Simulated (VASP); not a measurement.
# MnAs (P6_3/mmc) in VASP: single point with PBE

Aim: the single point of MnAs with PBE.

Program: VASP 6.6.1. These are calculated values, not measurements. Logs are shortened: lines on timing, memory, paths and dates and some standing lists are left out, and cuts for length are marked.

### 1 The cell of the first run

The structure is hexagonal, space group P6_3/mmc (No. 194). Conventional cell: a = 3.710 Å, b = 3.710 Å, c = 5.691 Å, α = 90.00°, β = 90.00°, γ = 120.00°. Mn (site symmetry -3m) has 6 As at 2.57 Å and 2 Mn at 2.85 Å within 3.4 Å. Within 3.4 Å of As (site symmetry -6m2) lie 6 Mn at 2.57 Å.

### 2 Single point, PBE, collinear spin, ferromagnetic start

File INCAR:

```
ALGO = Normal ; EDIFF = 1E-6
ENCUT = 520 ; GGA = PE
ISIF = 2 ; ISMEAR = -1
ISPIN = 2 ; LASPH = True
LCHARG = False ; LMAXMIX = 4
LORBIT = 11 ; LREAL = False
LWAVE = False ; MAGMOM = 4 4 0 0
NBANDS = 30 ; NELM = 150
PREC = Accurate ; SIGMA = 0.05
```

File KPOINTS:

```
k-points
0
Gamma
  11 11 7
```

File POSCAR:

```
MnAs
1.0
    3.7099981605      0.0000000000      0.0000000000
   -1.8549990803      3.2129526550      0.0000000000
    0.0000000000      0.0000000000      5.6910000000
Mn As
2 2
Direct
    0.0000000000      0.0000000000      0.0000000000
    0.0000000000      0.0000000000      0.5000000000
    0.3333333333      0.6666666667      0.2500000000
    0.6666666667      0.3333333333      0.7500000000
```

Potentials or basis: VASP PAW PBE potentials, release 64 (Mn_pv, As).

The run is started by

```console
$ cat potpaw_PBE.64/Mn_pv/POTCAR potpaw_PBE.64/As/POTCAR > POTCAR
$ mpirun -np 1 vasp_std > vasp.out
```

OUTCAR:

```text
EDIFF = 1E-6
   ENCUT = 520
   GGA = PE
   ISIF = 2
   ISMEAR = -1
   ISPIN = 2
   LASPH = True
   LORBIT = 11
   LREAL = False
   NELM = 150
   PREC = Accurate

 ion  position               nearest neighbor table
   1  0.000  0.000  0.000-   3 2.57   4 2.57   4 2.57   3 2.57   4 2.57   3 2.57   2 2.85   2 2.85

   2  0.000  0.000  0.500-   3 2.57   4 2.57   4 2.57   3 2.57   4 2.57   3 2.57   1 2.85   1 2.85

   3  0.333  0.667  0.250-   1 2.57   2 2.57   1 2.57   2 2.57   1 2.57   2 2.57
   4  0.667  0.333  0.750-   1 2.57   2 2.57   1 2.57   2 2.57   1 2.57   2 2.57

  LATTYP: Found a hexagonal cell.
 ALAT       =     3.7099981605
 C/A-ratio  =     1.5339630247

  Lattice vectors:

 A1 = (   3.7099981605,   0.0000000000,   0.0000000000)
 A2 = (  -1.8549990803,   3.2129526550,   0.0000000000)
 A3 = (   0.0000000000,   0.0000000000,   5.6910000000)

Analysis of symmetry for initial positions (statically):
=====================================================================
 Subroutine PRICEL returns:
 Original cell was already a primitive cell.

 Routine SETGRP: Setting up the symmetry group for a
 hexagonal supercell.

 Subroutine GETGRP returns: Found 24 space group operations
 (whereof 12 operations were pure point group operations)
 out of a pool of 24 trial point group operations.

The static configuration has the point symmetry D_3d.
 The point group associated with its full space group is D_6h.

Analysis of symmetry for dynamics (positions and initial velocities):
=====================================================================
 Subroutine PRICEL returns:
 Original cell was already a primitive cell.

 Routine SETGRP: Setting up the symmetry group for a
 hexagonal supercell.

 Subroutine GETGRP returns: Found 24 space group operations
 (whereof 12 operations were pure point group operations)
 out of a pool of 24 trial point group operations.

The dynamic configuration has the point symmetry D_3d.
 The point group associated with its full space group is D_6h.

Analysis of structural, dynamic, and magnetic symmetry:
=====================================================================
 Subroutine PRICEL returns:
 Original cell was already a primitive cell.

 Routine SETGRP: Setting up the symmetry group for a
 hexagonal supercell.

 Subroutine GETGRP returns: Found 24 space group operations
 (whereof 12 operations were pure point group operations)
 out of a pool of 24 trial point group operations.

The overall configuration has the point symmetry D_3d.
 The point group associated with its full space group is D_6h.

 Subroutine INISYM returns: Found 24 space group operations
 (whereof 12 operations are pure point group operations),
 and found     1 'primitive' translations

[... 125 lines left out ...]
   AEXX    =    0.0000 exact exchange contribution
   IVDW    =     0    specifies the selected vdW correction
   LEPSILON=     F    determine dielectric tensor
   LRPA    =     F    only Hartree local field effects (RPA)
 spin polarized calculation
  energy-cutoff  :      520.00
  volume of cell :       67.84
 maximum number of plane-waves:      1846
 NGX is ok and might be reduce to    28
   NGX = 13   NGY = 13   NGZ = 21

 number of electron      35.9999987 magnetization       6.2443888

 Free energy of the ion-electron system (eV)
  ---------------------------------------------------
  ext. energy  EPLUGINS =         0.00000000
  ---------------------------------------------------
  free energy    TOTEN  =       -28.23508877 eV

  energy without entropy =      -28.21470852  energy(sigma->0) =      -28.22489865

 E-fermi :   6.8318     XC(G=0): -11.1670

 val. band max:        6.8301326427   @ k =   0.0000   0.0000   0.0000
 cond. band min:       6.8393792581   @ k =   0.3636   0.1818   0.0000
 fundamental gap:      0.0092466155
 Fermi energy:         6.8318229682

 spin component 1

 k-point     1 :       0.0000    0.0000    0.0000
  band No.  band energies     occupation
      1     -43.1296      1.00000
      2     -43.1296      1.00000
      3     -43.1202      1.00000
      4     -43.1202      1.00000
      5     -42.9338      1.00000
      6     -42.8372      1.00000
[... 781 lines left out ...]
     29      14.6082      0.00000
     30      15.8153      0.00000

 [... further k-points ...]

 spin component 2

 k-point     1 :       0.0000    0.0000    0.0000
  band No.  band energies     occupation
      1     -39.6948      1.00000
      2     -39.6943      1.00000
      3     -39.6943      1.00000
      4     -39.6829      1.00000
      5     -39.6829      1.00000
      6     -39.5816      1.00000
[... 781 lines left out ...]
     29      15.1996      0.00000
     30      16.3193      0.00000

 [... further k-points ...]
[... 5 lines left out ...]
  --------------------------------------------------------------------------------------
  -------------------------------------------------------------------------------------
  Total       -1.1243528     -1.1243528     -2.1657871      0.0000000     -0.0000000      0.0000000
  in kB      -26.5550166    -26.5550166    -51.1516614      0.0000000     -0.0000000      0.0000000
  external PRESSURE =     -34.7538982 kB  Pullay stress =       0.0000000 kB

 VOLUME and BASIS-vectors are now :
 -----------------------------------------------------------------------------
  energy-cutoff  :      520.00
  volume of cell :       67.84
      direct lattice vectors                 reciprocal lattice vectors
     3.709998161  0.000000000  0.000000000     0.269541913  0.155620096  0.000000000
    -1.854999080  3.212952655  0.000000000     0.000000000  0.311240192  0.000000000
     0.000000000  0.000000000  5.691000000     0.000000000  0.000000000  0.175716043

 POSITION                                       TOTAL-FORCE (eV/Angst)
 -----------------------------------------------------------------------------------
      0.00000      0.00000      0.00000         0.000000      0.000000      0.000000
      0.00000      0.00000      2.84550         0.000000      0.000000      0.000000
     -0.00000      2.14197      1.42275         0.000000     -0.000000     -0.000000
      1.85500      1.07098      4.26825        -0.000000      0.000000     -0.000000
 -----------------------------------------------------------------------------------
    total drift:                               -0.000000      0.000000      0.000000

  FREE ENERGIE OF THE ION-ELECTRON SYSTEM (eV)
  ---------------------------------------------------
  free  energy   TOTEN  =       -28.2350887747 eV

  energy  without entropy=      -28.2147085223  energy(sigma->0) =      -28.22489865

 total charge

# of ion       s       p       d       tot
------------------------------------------
    1        0.279   6.239   5.058  11.576
    2        0.279   6.239   5.058  11.576
    3        1.227   1.508   0.049   2.785
    4        1.227   1.508   0.049   2.785
--------------------------------------------------
tot          3.012  15.495  10.215  28.722

 magnetization (x)

# of ion       s       p       d       tot
------------------------------------------
    1        0.036   0.024   3.131   3.190
    2        0.036   0.024   3.131   3.190
    3        0.010  -0.145   0.008  -0.128
    4        0.010  -0.145   0.008  -0.128
--------------------------------------------------
tot          0.092  -0.242   6.276   6.126
```

stdout:

```text
POSCAR found type information on POSCAR MnAs
 POSCAR found :  2 types and       4 ions
 scaLAPACK will be used
 LDA part: xc-table for (Slater+PW92), standard interpolation
 POSCAR, INCAR and KPOINTS ok, starting setup
 FFT: planning ... GRIDC
 FFT: planning ... GRID_SOFT
 FFT: planning ... GRID
 WAVECAR not read
 entering main loop
```

Run time: 2.1 min. Hardware: 1 thread of Intel Xeon Platinum 8488C (Sapphire Rapids), shared host; peak memory 0.32 GiB.

What came out:

| Property | Result |
| --- | --- |
| Free energy | -28.2351 eV |
| Pressure | -3.5 GPa |
| Net moment | 6.24 μB per cell |
| Site moments | Mn +3.19; As -0.13 μB |
| Valence electrons inside the program's atomic spheres | Mn 11.58; As 2.79 |

Stress tensor (GPa, compression positive):
```
-2.66  0.00  0.00
 0.00 -2.66  0.00
 0.00  0.00 -5.12
```

Caveat: the cell stands under tension; the run started ferromagnetic, and an antiferromagnetic order may lie lower in energy.
